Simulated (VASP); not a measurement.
Write the native input for VASP 6.6.1 that does the following.

* Task: single point
* Functional: PBEsol
* Potentials or basis: VASP PAW PBE potentials, release 64 (Al, N)
* Cutoff: 600 eV
* k mesh: 10 × 10 × 10
* Occupations: gaussian, width 0.02 eV
* Spin: no spin polarisation
* Dipole correction: no
* Further INCAR settings: ALGO = Normal; EDIFF = 1e-06; NBANDS = 11

The structure of AlN (fa.b) lies in POSCAR:

```
AlN
1.0
    0.0000000000      2.1886939425      2.1886939425
    2.1886939425      0.0000000000      2.1886939425
    2.1886939425      2.1886939425      0.0000000000
Al N
1 1
Direct
    0.0000000000      0.0000000000      0.0000000000
    0.2500000000      0.2500000000      0.2500000000
```

The input as run:

INCAR

```
SYSTEM = AlN
PREC = Accurate ; ENCUT = 600
EDIFF = 1E-6 ; ISMEAR = 0
SIGMA = 0.02 ; LREAL = .False.
LASPH = .True. ; NELM = 120
ALGO = Normal ; ISIF = 2
LWAVE = .False. ; LCHARG = .False.
GGA = PS ; NBANDS = 11
GGA_COMPAT = .False.
```

KPOINTS

```
Automatic mesh
0
Gamma
  10 10 10
  0 0 0
```

Potentials or basis: VASP PAW PBE potentials, release 64 (Al, N).

Command:

```bash
$ cat potpaw_PBE.64/Al/POTCAR potpaw_PBE.64/N/POTCAR > POTCAR
$ mpirun -np 1 vasp_std > vasp.out
```

It gave:

* Pressure: -0.1 GPa
* Band gap on the k mesh: 3.18 eV, indirect (least direct gap 4.08 eV)

Caveat: the PAW data sets were made with another functional, which shifts forces and pressure a little.

Run time: 6.4 s on 1 thread of Intel(R) Xeon(R) 6975P-C (Granite Rapids), on a shared host, peak memory 0.15 GiB.
